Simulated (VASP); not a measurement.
Set up this calculation in VASP 6.6.1, as the native input.

- Task: electric field gradients
- Functional: LDA
- Potentials or basis: VASP PAW LDA potentials, release 64 (C_h)
- Cutoff: 1000 eV
- k mesh: 20 × 20 × 20
- Occupations: fermi-dirac, width 0.08 eV
- Spin: no spin polarisation
- Dipole correction: no
- Further INCAR settings: ALGO = Normal; EDIFF = 1e-08; NBANDS = 11

The structure of C lies in POSCAR:

```
C
1.0
    0.0000000000      1.7774354070      1.7774354070
    1.7774354070      0.0000000000      1.7774354070
    1.7774354070      1.7774354070      0.0000000000
C
2
Direct
    0.5000000000      0.5000000000      0.5000000000
    0.7500000000      0.7500000000      0.7500000000
```

The input as run:

INCAR

```
SYSTEM = C
PREC = Accurate ; ENCUT = 1000
EDIFF = 1E-8 ; ISMEAR = -1
SIGMA = 0.08 ; LREAL = .False.
LASPH = .True. ; NELM = 120
ALGO = Normal ; ISIF = 2
LWAVE = .False. ; LCHARG = .False.
LEFG = .True. ; NBANDS = 11
GGA_COMPAT = .False.
```

KPOINTS

```
regular mesh
0
Gamma
  20 20 20
  0 0 0
```

Potentials or basis: VASP PAW LDA potentials, release 64 (C_h).

Launch:

```console
$ cat potpaw_LDA.64/C_h/POTCAR > POTCAR
$ mpirun -np 1 vasp_std > vasp.out
```

It gave:

```json
{
  "Pressure": "-7.8 GPa",
  "Band gap on the k mesh": "4.13 eV (least direct gap 5.57 eV)",
  "Largest electric field gradient by atom": "under 0.05 V/Å² on every atom"
}
```

Caveat: the cell stands under tension.

Run time: 62 s on 1 thread of AMD EPYC 7R13 Processor (Zen 3), on a shared host, peak memory 0.15 GiB.
